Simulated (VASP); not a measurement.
# CsSrF3 (R-3m) in VASP: notebook

The runs below take CsSrF3 through single point, with LDA.

Everything below comes from runs of VASP 6.6.1. Logs are shortened: lines on timing, memory, paths and dates and some standing lists are left out, and cuts for length are marked.

## 1. The cell of the first run

It takes space group R-3m (No. 166, trigonal). The conventional cell has a = 6.007 Å, b = 6.007 Å, c = 10.374 Å, α = 90.00°, β = 90.00°, γ = 120.00°. Within 4.0 Å of Cs (site symmetry -3m) lie 12 F at 3.00 to 3.87 Å and 6 Sr at 3.88 Å. Within 3.2 Å of Sr (site symmetry -3m) lie 6 F at 2.45 Å. Within 3.2 Å of F (site symmetry 2/m) lie 2 Sr at 2.45 Å and 4 F at 3.00 Å and 2 Cs at 3.00 Å.

## 2. Single point, LDA

INCAR

```
SYSTEM = CsSrF3
  ALGO = Normal
  EDIFF = 1E-6
  ENCUT = 520
  GGA = CA
  ISIF = 2
  ISMEAR = 0
  LASPH = .True.
  LCHARG = .False.
  LREAL = .False.
  LWAVE = .False.
  NBANDS = 28
  NELM = 60
  PREC = Accurate
  SIGMA = 0.05
```

KPOINTS

```
k-points
0
Gamma
  6 6 6
  0 0 0
```

POSCAR

```
CsSrF3
1.0
    4.8283253147      0.5805317827      0.5805317827
    0.5805317827      4.8283253147      0.5805317827
    0.5805317827      0.5805317827      4.8283253147
Cs Sr F
1 1 3
Direct
    0.0000000000      0.0000000000      0.0000000000
    0.5000000000      0.5000000000      0.5000000000
    0.0000000000      0.5000000000      0.5000000000
    0.5000000000      0.0000000000      0.5000000000
    0.5000000000      0.5000000000      0.0000000000
```

Potentials or basis: VASP PAW LDA potentials, release 64 (Cs_sv, Sr_sv, F).

On the command line:

```console
> cat potpaw_LDA.64/Cs_sv/POTCAR potpaw_LDA.64/Sr_sv/POTCAR potpaw_LDA.64/F/POTCAR > POTCAR
> mpirun -np 1 vasp_std > vasp.out
```

OUTCAR:

```text
SYSTEM = CsSrF3
   EDIFF = 1E-6
   ENCUT = 520
   GGA = CA
   ISIF = 2
   ISMEAR = 0
   LASPH = .True.
   LREAL = .False.
   NELM = 60
   PREC = Accurate

 ion  position               nearest neighbor table
   1  0.000  0.000  0.000-   2 3.88   2 3.88   2 3.88   2 3.88   2 3.88   2 3.88
   2  0.500  0.500  0.500-   3 2.45   4 2.45   5 2.45   5 2.45   4 2.45   3 2.45   1 3.88   1 3.88
                             1 3.88   1 3.88   1 3.88   1 3.88
   3  0.000  0.500  0.500-   2 2.45   2 2.45
   4  0.500  0.000  0.500-   2 2.45   2 2.45
   5  0.500  0.500  0.000-   2 2.45   2 2.45

  LATTYP: Found a trigonal (rhomboedric) cell.
 ALAT       =     4.8976279612
 COS(alpha) =     0.2477620922

  Lattice vectors:

 A1 = (   4.8283253147,   0.5805317827,   0.5805317827)
 A2 = (   0.5805317827,   4.8283253147,   0.5805317827)
 A3 = (   0.5805317827,   0.5805317827,   4.8283253147)

Analysis of symmetry for initial positions (statically):
=====================================================================
 Subroutine PRICEL returns:
 Original cell was already a primitive cell.

 Routine SETGRP: Setting up the symmetry group for a
 trigonal (rhombohedral) supercell.

 Subroutine GETGRP returns: Found 12 space group operations
 (whereof 12 operations were pure point group operations)
 out of a pool of 12 trial point group operations.

The static configuration has the point symmetry D_3d.

Analysis of symmetry for dynamics (positions and initial velocities):
=====================================================================
 Subroutine PRICEL returns:
 Original cell was already a primitive cell.

 Routine SETGRP: Setting up the symmetry group for a
 trigonal (rhombohedral) supercell.

 Subroutine GETGRP returns: Found 12 space group operations
 (whereof 12 operations were pure point group operations)
 out of a pool of 12 trial point group operations.

The dynamic configuration has the point symmetry D_3d.

 Subroutine INISYM returns: Found 12 space group operations
 (whereof 12 operations are pure point group operations),
 and found     1 'primitive' translations

----------------------------------------------------------------------------------------

                                     Primitive cell

  volume of cell :     108.0710

  direct lattice vectors                    reciprocal lattice vectors
     4.828325315  0.580531783  0.580531783     0.212598206 -0.022818132 -0.022818132
     0.580531783  4.828325315  0.580531783    -0.022818132  0.212598206 -0.022818132
     0.580531783  0.580531783  4.828325315    -0.022818132 -0.022818132  0.212598206

  length of vectors
     4.897627961  4.897627961  4.897627961     0.215033327  0.215033327  0.215033327

  position of ions in fractional coordinates (direct lattice)
     0.000000000  0.000000000  0.000000000
     0.500000000  0.500000000  0.500000000
     1.000000000  0.500000000  0.500000000
     0.500000000  1.000000000  0.500000000
     0.500000000  0.500000000  1.000000000

  ion indices of the primitive-cell ions
   primitive index   ion index
                 1           1
                 2           2
                 3           3
                 4           4
                 5           5

----------------------------------------------------------------------------------------

 KPOINTS: k-points

Automatic generation of k-mesh.
 Grid dimensions read from file:
 generate k-points for:    6    6    6

 Generating k-lattice:

  Cartesian coordinates                     Fractional coordinates (reciprocal lattice)
     0.035433034 -0.003803022 -0.003803022     0.166666667 -0.000000000 -0.000000000
    -0.003803022  0.035433034 -0.003803022    -0.000000000  0.166666667 -0.000000000
    -0.003803022 -0.003803022  0.035433034    -0.000000000 -0.000000000  0.166666667

  Length of vectors
     0.035838888  0.035838888  0.035838888

  Shift w.r.t. Gamma in fractional coordinates (k-lattice)
     0.000000000  0.000000000  0.000000000

 Subroutine IBZKPT returns following result:
 ===========================================

 Found     32 irreducible k-points:

 Following reciprocal coordinates:
            Coordinates               Weight
  0.000000  0.000000  0.000000      1.000000
  0.166667 -0.000000 -0.000000      6.000000
  0.333333  0.000000  0.000000      6.000000
  0.500000  0.000000  0.000000      3.000000
  0.166667  0.166667  0.000000      6.000000
  0.333333  0.166667  0.000000     12.000000
[... 16 lines left out ...]
  0.500000  0.500000  0.166667      6.000000
 -0.333333  0.500000  0.166667     12.000000
 [... further k-points ...]
   k-points           NKPTS =     32   k-points in BZ     NKDIM =     32   number of bands    NBANDS=     28
   number of dos      NEDOS =    301   number of ions     NIONS =      5
   total plane-waves  NPLWV =  46656
   dimension x,y,z NGX =    36 NGY =   36 NGZ =   36
   dimension x,y,z NGXF=    72 NGYF=   72 NGZF=   72
   ions per type =               1   1   3
   NGX,Y,Z   is equivalent  to a cutoff of  12.22, 12.22, 12.22 a.u.
   NGXF,Y,Z  is equivalent  to a cutoff of  24.44, 24.44, 24.44 a.u.
 SYSTEM =  CsSrF3
   PREC   = accura    normal or accurate (medium, high low for compatibility)
   ISTART =      0    job   : 0-new  1-cont  2-samecut
   ICHARG =      2    charge: 1-file 2-atom 10-const
   ISPIN  =      1    spin polarized calculation?
   LNONCOLLINEAR =      F non collinear calculations
   LSORBIT =      F    spin-orbit coupling
   LASPH  =      T    aspherical Exc in radial PAW
   ENCUT  =  520.0 eV  38.22 Ry    6.18 a.u.   9.11  9.11  9.11*2*pi/ulx,y,z
   NELM   =     60;   NELMIN=  2; NELMDL= -5     # of ELM steps
   EDIFF  = 0.1E-05   stopping-criterion for ELM
   LREAL  =      F    real-space projection
   EDIFFG = 0.1E-04   stopping-criterion for IOM
   NSW    =      0    number of steps for IOM
   IBRION =     -1    ionic relax: 0-MD 1-quasi-New 2-CG
   NFREE  =      0    steps in history (QN), initial steepest desc. (CG)
   ISIF   =      2    stress and relaxation
   ISYM   =      2    0-nonsym 1-usesym 2-fastsym
   POTIM  = 0.5000    time-step for ionic-motion
   TEBEG  =    0.0;   TEEND  =   0.0 temperature during run
   PSTRESS=    0.0 pullay stress
   NELECT =      40.0000    total number of electrons
   NUPDOWN=      -1.0000    fix difference up-down
   EMIN   =  10.00;   EMAX   =-10.00  energy-range for DOS
   EFERMI =   0.00;   METHOD = LEGACY
   ISMEAR =     0;   SIGMA  =   0.05  broadening in eV -4-tet -1-fermi 0-gaus
   EFERMI_NEDOS =   21; number of points for ismear=-14 and -15
   IALGO  =     38    algorithm
   IMIX   =      4    mixing-type and parameters
     AMIX     =   0.40;   BMIX     =  1.00
     AMIX_MAG =   1.60;   BMIX_MAG =  1.00
  volume/ion in A,a.u.               =      21.61       145.86
  Fermi-wavevector in a.u.,A,eV,Ry     =   1.175416  2.221215 18.797858  1.381604
  Thomas-Fermi vector in A             =   2.311797
   LORBIT       =      0    0 simple, 1 ext, 2 COOP (PROOUT), +10 PAW based schemes
   GGA     = CA    functional components
   LHFCALC =     F    Hartree Fock is set to
   AEXX    =    0.0000 exact exchange contribution
   IVDW    =     0    specifies the selected vdW correction
   LEPSILON=     F    determine dielectric tensor
   LRPA    =     F    only Hartree local field effects (RPA)
 non-spin polarized calculation
 Gauss-broadening in eV      SIGMA  =   0.05
  energy-cutoff  :      520.00
  volume of cell :      108.07
 maximum number of plane-waves:      2941
   NGX = 19   NGY = 19   NGZ = 19

 number of electron      40.0000040 magnetization

 Free energy of the ion-electron system (eV)
  ---------------------------------------------------
  ext. energy  EPLUGINS =         0.00000000
  ---------------------------------------------------
  free energy    TOTEN  =       -26.42481044 eV

  energy without entropy =      -26.42481044  energy(sigma->0) =      -26.42481044

 E-fermi :  -1.5799     XC(G=0):  -9.0498

 val. band max:       -1.8986680911   @ k =   0.0000   0.0000   0.0000
 cond. band min:       3.0962466515   @ k =   0.0000   0.0000   0.0000
 fundamental gap:      4.9949147426
 Fermi energy:        -1.5798628334

 k-point     1 :       0.0000    0.0000    0.0000
  band No.  band energies     occupation
      1     -32.6532      2.00000
      2     -20.9928      2.00000
      3     -20.6858      2.00000
      4     -20.6858      2.00000
      5     -19.9457      2.00000
      6     -15.0057      2.00000
[... 20 lines left out ...]
     27       8.0403      0.00000
     28       9.1850      0.00000

 k-point     2 :       0.1667   -0.0000   -0.0000
  band No.  band energies     occupation
      1     -32.6517      2.00000
      2     -20.9786      2.00000
      3     -20.7217      2.00000
      4     -20.6858      2.00000
      5     -19.9727      2.00000
      6     -15.0034      2.00000
[... 20 lines left out ...]
     27       8.0405      0.00000
     28       8.7350      0.00000

 k-point     3 :       0.3333    0.0000    0.0000
  band No.  band energies     occupation
      1     -32.6486      2.00000
      2     -20.9629      2.00000
      3     -20.7742      2.00000
      4     -20.6863      2.00000
      5     -20.0309      2.00000
      6     -14.9987      2.00000
[... 20 lines left out ...]
     27       7.8780      0.00000
     28       8.2527      0.00000

 k-point     4 :       0.5000    0.0000    0.0000
  band No.  band energies     occupation
      1     -32.6471      2.00000
      2     -20.9675      2.00000
      3     -20.7842      2.00000
      4     -20.6866      2.00000
      5     -20.0626      2.00000
      6     -14.9963      2.00000
[... 578 lines left out ...]
     27       8.2745      0.00000
     28       8.9175      0.00000

 k-point    23 :       0.5000    0.5000    0.1667
  band No.  band energies     occupation
      1     -32.6397      2.00000
      2     -21.0525      2.00000
      3     -20.7987      2.00000
      4     -20.7784      2.00000
      5     -20.0573      2.00000
      6     -14.8708      2.00000
[... 20 lines left out ...]
     27       8.5176      0.00000
     28       9.2877      0.00000

 k-point    24 :      -0.3333    0.5000    0.1667
  band No.  band energies     occupation
      1     -32.6411      2.00000
      2     -20.9912      2.00000
      3     -20.8039      2.00000
      4     -20.7890      2.00000
      5     -20.0742      2.00000
      6     -14.8756      2.00000
[... 20 lines left out ...]
     27       8.6672      0.00000
     28       9.1558      0.00000

 [... further k-points ...]
[... 5 lines left out ...]
  --------------------------------------------------------------------------------------
  -------------------------------------------------------------------------------------
  Total       -2.4318671     -2.4318671     -2.4318671     -2.1629209     -2.1629209     -2.1629209
  in kB      -36.0529745    -36.0529745    -36.0529745    -32.0657874    -32.0657874    -32.0657874
  external PRESSURE =     -36.0529745 kB  Pullay stress =       0.0000000 kB

 VOLUME and BASIS-vectors are now :
 -----------------------------------------------------------------------------
  energy-cutoff  :      520.00
  volume of cell :      108.07
      direct lattice vectors                 reciprocal lattice vectors
     4.828325315  0.580531783  0.580531783     0.212598206 -0.022818132 -0.022818132
     0.580531783  4.828325315  0.580531783    -0.022818132  0.212598206 -0.022818132
     0.580531783  0.580531783  4.828325315    -0.022818132 -0.022818132  0.212598206

 POSITION                                       TOTAL-FORCE (eV/Angst)
 -----------------------------------------------------------------------------------
      0.00000      0.00000      0.00000         0.000000      0.000000      0.000000
      2.99469      2.99469      2.99469         0.000000     -0.000000      0.000000
      0.58053      2.70443      2.70443        -0.000000     -0.000000      0.000000
      2.70443      0.58053      2.70443         0.000000      0.000000     -0.000000
      2.70443      2.70443      0.58053        -0.000000      0.000000     -0.000000
 -----------------------------------------------------------------------------------
    total drift:                                0.000000      0.000000      0.000000

  FREE ENERGIE OF THE ION-ELECTRON SYSTEM (eV)
  ---------------------------------------------------
  free  energy   TOTEN  =       -26.4248104384 eV

  energy  without entropy=      -26.4248104384  energy(sigma->0) =      -26.42481044
```

Wall time 44 s (1 thread of Intel Xeon 6975P-C (Granite Rapids), shared host); peak memory 0.23 GiB.

Results:

| Quantity | Value |
| --- | --- |
| Free energy | -26.4248 eV |
| Pressure | -3.6 GPa |
| Band gap on the k mesh | 4.99 eV, direct |

Caveat: spin-orbit coupling is left out, which moves the levels of the heavy elements. A k mesh can miss the band edges.

## 3. Single point, LDA

This run uses another cell than the first one, of the same volume but with other edges.

INCAR

```
PREC = Accurate
ENCUT = 520
EDIFF = 1E-7
ISMEAR = 0
SIGMA = 0.05
LREAL = False
LASPH = True
NELM = 100
ALGO = Normal
ISIF = 2
LWAVE = False
LCHARG = True
LELF = True
LVHAR = True
NBANDS = 28
```

KPOINTS

```
Automatic mesh
0
Gamma
  6 6 6
```

Changes to POSCAR since step 2:

```diff
@@ -2,5 +2,5 @@
 1.0
-    4.8283253147      0.5805317827      0.5805317827
-    0.5805317827      4.8283253147      0.5805317827
-    0.5805317827      0.5805317827      4.8283253147
+    4.8944599593     -0.7529938399     -0.7529938399
+   -0.7529938399      4.8944599593     -0.7529938399
+   -0.7529938399     -0.7529938399      4.8944599593
 Cs Sr F
```

Potentials or basis: VASP PAW LDA potentials, release 64 (Cs_sv, Sr_sv, F).

On the command line:

```console
> cat potpaw_LDA.64/Cs_sv/POTCAR potpaw_LDA.64/Sr_sv/POTCAR potpaw_LDA.64/F/POTCAR > POTCAR
> mpirun -np 1 vasp_std > vasp.out
```

It took 67 s on 1 thread of Intel Xeon 6975P-C (Granite Rapids), shared host; peak memory 0.25 GiB.

It converged, with:

```
Free energy            : -24.9190 eV
Pressure               : -2.7 GPa
Band gap on the k mesh : 5.39 eV, direct
```

Stress tensor (GPa, compression positive):
```
-2.68  8.36  8.36
 8.36 -2.68  8.36
 8.36  8.36 -2.68
```

Levels at points of the mesh, in eV from the valence-band top:
| k point | band 16 | band 17 | band 18 | band 19 | band 20 | band 21 | band 22 | band 23 | band 24 | band 25 |
| --- | --- | --- | --- | --- | --- | --- | --- | --- | --- | --- |
| (0.00, 0.00, 0.00) | -0.68 | -0.68 | -0.23 | 0.00 | 0.00 | 5.39 | 5.39 | 5.44 | 5.61 | 8.42 |
| (0.50, 0.00, 0.00) | -0.77 | -0.71 | -0.56 | -0.55 | -0.14 | 6.91 | 7.21 | 7.78 | 7.94 | 8.49 |
| (0.50, 0.50, 0.00) | -0.74 | -0.74 | -0.61 | -0.51 | -0.11 | 5.60 | 6.54 | 7.28 | 7.64 | 9.06 |
| (0.50, 0.50, 0.50) | -1.00 | -0.55 | -0.14 | -0.14 | -0.02 | 7.96 | 7.96 | 8.35 | 8.35 | 8.97 |

Caveat: spin-orbit coupling is left out, which moves the levels of the heavy elements.
